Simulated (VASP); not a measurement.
# SiNi (NiAs type) (P6_3/mmc) in VASP: single point with PBE

Aim: the single point of SiNi (NiAs type) with PBE.

All numbers are computed with VASP 6.6.1; they aren't measurements. Logs are shortened: lines on timing, memory, paths and dates and some standing lists are left out, and cuts for length are marked.

## (1) The cell of the first run

The structure is hexagonal, space group P6_3/mmc (No. 194). The conventional cell has a = 3.510 Å, b = 3.510 Å, c = 4.822 Å, α = 90.00°, β = 90.00°, γ = 120.00°. Ni (site symmetry -3m) has 6 Si at 2.36 Å and 2 Ni at 2.41 Å within 3.1 Å. Si (site symmetry -6m2) has 6 Ni at 2.36 Å and 6 Si at 3.15 Å within 3.2 Å.

## (2) Single point, PBE

Input file INCAR:

```
SYSTEM = SiNi
ALGO = Normal
EDIFF = 1E-6
ENCUT = 690
GGA = PE
GGA_COMPAT = .False.
ISIF = 2
ISMEAR = -1
LASPH = .True.
LCHARG = .True.
LELF = .True.
LREAL = .False.
LVHAR = .True.
LWAVE = .False.
NBANDS = 30
NELM = 120
PREC = Accurate
SIGMA = 0.1
```

Input file KPOINTS:

```
k-points
0
Gamma
  11 11 6
  0 0 0
```

Input file POSCAR:

```
SiNi
1.0
    3.5100687287      0.0000000000      0.0000000000
   -1.7550343643      3.0398086881      0.0000000000
    0.0000000000      0.0000000000      4.8221833284
Ni Si
2 2
Direct
    0.0000000000      0.0000000000      0.0000000000
    0.0000000000      0.0000000000      0.5000000000
    0.3333333333      0.6666666667      0.2500000000
    0.6666666667      0.3333333333      0.7500000000
```

Potentials or basis: VASP PAW PBE potentials, release 64 (Ni_sv_GW, Si).

Launch:

```sh
cat potpaw_PBE.64/Ni_sv_GW/POTCAR potpaw_PBE.64/Si/POTCAR > POTCAR
mpirun -np 1 vasp_std > vasp.out
```

OUTCAR:

```text
SYSTEM = SiNi
   EDIFF = 1E-6
   ENCUT = 690
   GGA = PE
   ISIF = 2
   ISMEAR = -1
   LASPH = .True.
   LREAL = .False.
   NELM = 120
   PREC = Accurate

 ion  position               nearest neighbor table
   1  0.000  0.000  0.000-   3 2.36   4 2.36   3 2.36   4 2.36   4 2.36   3 2.36   2 2.41   2 2.41

   2  0.000  0.000  0.500-   3 2.36   4 2.36   3 2.36   4 2.36   4 2.36   3 2.36   1 2.41   1 2.41

   3  0.333  0.667  0.250-   1 2.36   2 2.36   1 2.36   2 2.36   1 2.36   2 2.36
   4  0.667  0.333  0.750-   1 2.36   2 2.36   1 2.36   2 2.36   1 2.36   2 2.36

  LATTYP: Found a hexagonal cell.
 ALAT       =     3.5100687287
 C/A-ratio  =     1.3738145037

  Lattice vectors:

 A1 = (   3.5100687287,   0.0000000000,   0.0000000000)
 A2 = (  -1.7550343643,   3.0398086881,   0.0000000000)
 A3 = (   0.0000000000,   0.0000000000,   4.8221833284)

Analysis of symmetry for initial positions (statically):
=====================================================================
 Subroutine PRICEL returns:
 Original cell was already a primitive cell.

 Routine SETGRP: Setting up the symmetry group for a
 hexagonal supercell.

 Subroutine GETGRP returns: Found 24 space group operations
 (whereof 12 operations were pure point group operations)
 out of a pool of 24 trial point group operations.

The static configuration has the point symmetry D_3d.
 The point group associated with its full space group is D_6h.

Analysis of symmetry for dynamics (positions and initial velocities):
=====================================================================
 Subroutine PRICEL returns:
 Original cell was already a primitive cell.

 Routine SETGRP: Setting up the symmetry group for a
 hexagonal supercell.

 Subroutine GETGRP returns: Found 24 space group operations
 (whereof 12 operations were pure point group operations)
 out of a pool of 24 trial point group operations.

The dynamic configuration has the point symmetry D_3d.
 The point group associated with its full space group is D_6h.

 Subroutine INISYM returns: Found 24 space group operations
 (whereof 12 operations are pure point group operations),
 and found     1 'primitive' translations

----------------------------------------------------------------------------------------

                                     Primitive cell

  volume of cell :      51.4524

  direct lattice vectors                    reciprocal lattice vectors
     3.510068729  0.000000000  0.000000000     0.284894706  0.164484035  0.000000000
    -1.755034364  3.039808688  0.000000000     0.000000000  0.328968071  0.000000000
     0.000000000  0.000000000  4.822183328     0.000000000  0.000000000  0.207374944

  length of vectors
     3.510068729  3.510068729  4.822183328     0.328968071  0.328968071  0.207374944

  position of ions in fractional coordinates (direct lattice)
     0.000000000  0.000000000  0.000000000
     0.000000000  0.000000000  0.500000000
     0.333333333  0.666666667  0.250000000
     0.666666667  0.333333333  0.750000000

  ion indices of the primitive-cell ions
   primitive index   ion index
                 1           1
                 2           2
                 3           3
                 4           4

----------------------------------------------------------------------------------------

 KPOINTS: k-points

Automatic generation of k-mesh.
 Grid dimensions read from file:
 generate k-points for:   11   11    6

 Generating k-lattice:

  Cartesian coordinates                     Fractional coordinates (reciprocal lattice)
     0.025899519  0.014953094  0.000000000     0.090909091 -0.000000000  0.000000000
     0.000000000  0.029906188  0.000000000     0.000000000  0.090909091  0.000000000
     0.000000000  0.000000000  0.034562491     0.000000000  0.000000000  0.166666667

  Length of vectors
     0.029906188  0.029906188  0.034562491

  Shift w.r.t. Gamma in fractional coordinates (k-lattice)
     0.000000000  0.000000000  0.000000000

 Subroutine IBZKPT returns following result:
 ===========================================

 Found     64 irreducible k-points:

 Following reciprocal coordinates:
            Coordinates               Weight
  0.000000  0.000000  0.000000      1.000000
  0.090909  0.000000  0.000000      6.000000
  0.181818 -0.000000  0.000000      6.000000
  0.272727 -0.000000  0.000000      6.000000
  0.363636  0.000000  0.000000      6.000000
  0.454545  0.000000  0.000000      6.000000
[... 16 lines left out ...]
  0.090909  0.090909  0.166667     12.000000
  0.181818  0.090909  0.166667     24.000000
 [... further k-points ...]
   k-points           NKPTS =     64   k-points in BZ     NKDIM =     64   number of bands    NBANDS=     30
   number of dos      NEDOS =    301   number of ions     NIONS =      4
   total plane-waves  NPLWV =  37800
   dimension x,y,z NGX =    30 NGY =   30 NGZ =   42
   dimension x,y,z NGXF=    60 NGYF=   60 NGZF=   84
   ions per type =               2   2
   NGX,Y,Z   is equivalent  to a cutoff of  14.21, 14.21, 14.48 a.u.
   NGXF,Y,Z  is equivalent  to a cutoff of  28.42, 28.42, 28.96 a.u.
 SYSTEM =  SiNi
   PREC   = accura    normal or accurate (medium, high low for compatibility)
   ISTART =      0    job   : 0-new  1-cont  2-samecut
   ICHARG =      2    charge: 1-file 2-atom 10-const
   ISPIN  =      1    spin polarized calculation?
   LNONCOLLINEAR =      F non collinear calculations
   LSORBIT =      F    spin-orbit coupling
   LASPH  =      T    aspherical Exc in radial PAW
   ENCUT  =  690.0 eV  50.71 Ry    7.12 a.u.   7.52  7.52 10.33*2*pi/ulx,y,z
   NELM   =    120;   NELMIN=  2; NELMDL= -5     # of ELM steps
   EDIFF  = 0.1E-05   stopping-criterion for ELM
   LREAL  =      F    real-space projection
   EDIFFG = 0.1E-04   stopping-criterion for IOM
   NSW    =      0    number of steps for IOM
   IBRION =     -1    ionic relax: 0-MD 1-quasi-New 2-CG
   NFREE  =      0    steps in history (QN), initial steepest desc. (CG)
   ISIF   =      2    stress and relaxation
   ISYM   =      2    0-nonsym 1-usesym 2-fastsym
   POTIM  = 0.5000    time-step for ionic-motion
   TEBEG  =    0.0;   TEEND  =   0.0 temperature during run
   PSTRESS=    0.0 pullay stress
   NELECT =      44.0000    total number of electrons
   NUPDOWN=      -1.0000    fix difference up-down
   EMIN   =  10.00;   EMAX   =-10.00  energy-range for DOS
   EFERMI =   0.00;   METHOD = LEGACY
   ISMEAR =    -1;   SIGMA  =   0.10  broadening in eV -4-tet -1-fermi 0-gaus
   EFERMI_NEDOS =   21; number of points for ismear=-14 and -15
   IALGO  =     38    algorithm
   IMIX   =      4    mixing-type and parameters
     AMIX     =   0.40;   BMIX     =  1.00
     AMIX_MAG =   1.60;   BMIX_MAG =  1.00
  volume/ion in A,a.u.               =      12.86        86.80
  Fermi-wavevector in a.u.,A,eV,Ry     =   1.553903  2.936451 32.852818  2.414614
  Thomas-Fermi vector in A             =   2.658066
   LORBIT       =      0    0 simple, 1 ext, 2 COOP (PROOUT), +10 PAW based schemes
   GGA     = PE    functional components
   LHFCALC =     F    Hartree Fock is set to
   AEXX    =    0.0000 exact exchange contribution
   IVDW    =     0    specifies the selected vdW correction
   LEPSILON=     F    determine dielectric tensor
   LRPA    =     F    only Hartree local field effects (RPA)
 non-spin polarized calculation
  energy-cutoff  :      690.00
  volume of cell :       51.45
 maximum number of plane-waves:      2138
 NGX is ok and might be reduce to    30
   NGX = 15   NGY = 15   NGZ = 21

 number of electron      43.9999993 magnetization

 Free energy of the ion-electron system (eV)
  ---------------------------------------------------
  ext. energy  EPLUGINS =         0.00000000
  ---------------------------------------------------
  free energy    TOTEN  =       -25.34395461 eV

  energy without entropy =      -25.28240794  energy(sigma->0) =      -25.31318128

 E-fermi :   8.6730     XC(G=0): -12.1331

 val. band max:        8.6555603144   @ k =   0.1818  -0.0000   0.0000
 cond. band min:       8.7154136896   @ k =   0.2727   0.2727   0.3333
 fundamental gap:      0.0598533752
 Fermi energy:         8.6730452703

 k-point     1 :       0.0000    0.0000    0.0000
  band No.  band energies     occupation
      1     -95.0217      2.00000
      2     -95.0045      2.00000
      3     -55.5397      2.00000
      4     -55.3979      2.00000
      5     -55.3979      2.00000
      6     -55.3815      2.00000
[... 22 lines left out ...]
     29      16.5165      0.00000
     30      18.2534      0.00000

 k-point     2 :       0.0909    0.0000    0.0000
  band No.  band energies     occupation
      1     -95.0216      2.00000
      2     -95.0048      2.00000
      3     -55.5397      2.00000
      4     -55.3981      2.00000
      5     -55.3979      2.00000
      6     -55.3819      2.00000
[... 22 lines left out ...]
     29      16.7565      0.00000
     30      18.1933      0.00000

 k-point     3 :       0.1818   -0.0000    0.0000
  band No.  band energies     occupation
      1     -95.0216      2.00000
      2     -95.0046      2.00000
      3     -55.5396      2.00000
      4     -55.3987      2.00000
      5     -55.3981      2.00000
      6     -55.3822      2.00000
[... 22 lines left out ...]
     29      17.1354      0.00000
     30      17.2314      0.00000

 k-point     4 :       0.2727   -0.0000    0.0000
  band No.  band energies     occupation
      1     -95.0216      2.00000
      2     -95.0044      2.00000
      3     -55.5393      2.00000
      4     -55.3996      2.00000
      5     -55.3982      2.00000
      6     -55.3827      2.00000
[... 616 lines left out ...]
     29      16.7339      0.00000
     30      18.0982      0.00000

 k-point    23 :       0.0909    0.0909    0.1667
  band No.  band energies     occupation
      1     -95.0205      2.00000
      2     -95.0058      2.00000
      3     -55.5285      2.00000
      4     -55.3974      2.00000
      5     -55.3969      2.00000
      6     -55.3853      2.00000
[... 22 lines left out ...]
     29      16.8000      0.00000
     30      17.6563      0.00000

 k-point    24 :       0.1818    0.0909    0.1667
  band No.  band energies     occupation
      1     -95.0206      2.00000
      2     -95.0056      2.00000
      3     -55.5284      2.00000
      4     -55.3982      2.00000
      5     -55.3972      2.00000
      6     -55.3853      2.00000
[... 22 lines left out ...]
     29      16.9384      0.00000
     30      17.5306      0.00000

 [... further k-points ...]
[... 5 lines left out ...]
  --------------------------------------------------------------------------------------
  -------------------------------------------------------------------------------------
  Total       -0.1386688     -0.1386688     -0.1361247     -0.0000000      0.0000000      0.0000000
  in kB       -4.3180097     -4.3180097     -4.2387888     -0.0000000      0.0000000      0.0000000
  external PRESSURE =      -4.2916027 kB  Pullay stress =       0.0000000 kB

 VOLUME and BASIS-vectors are now :
 -----------------------------------------------------------------------------
  energy-cutoff  :      690.00
  volume of cell :       51.45
      direct lattice vectors                 reciprocal lattice vectors
     3.510068729  0.000000000  0.000000000     0.284894706  0.164484035  0.000000000
    -1.755034364  3.039808688  0.000000000     0.000000000  0.328968071  0.000000000
     0.000000000  0.000000000  4.822183328     0.000000000  0.000000000  0.207374944

 POSITION                                       TOTAL-FORCE (eV/Angst)
 -----------------------------------------------------------------------------------
      0.00000      0.00000      0.00000         0.000000      0.000000     -0.000000
      0.00000      0.00000      2.41109         0.000000      0.000000     -0.000000
     -0.00000      2.02654      1.20555         0.000000     -0.000000      0.000000
      1.75503      1.01327      3.61664        -0.000000      0.000000      0.000000
 -----------------------------------------------------------------------------------
    total drift:                               -0.000000     -0.000000      0.000000

  FREE ENERGIE OF THE ION-ELECTRON SYSTEM (eV)
  ---------------------------------------------------
  free  energy   TOTEN  =       -25.3439546092 eV

  energy  without entropy=      -25.2824079416  energy(sigma->0) =      -25.31318128
```

Wall time 2.8 min (1 thread of AMD EPYC 7R13 (Zen 3), shared host); peak memory 0.26 GiB.

What came out:

| Quantity | Value |
| --- | --- |
| Free energy | -25.3440 eV |
| Pressure | -0.4 GPa |
| Band gap on the k mesh | zero (bands 22 and 23 overlap by 4.91 eV) |

The gap in the log of VASP goes by the Fermi energy; the results here count the filled bands.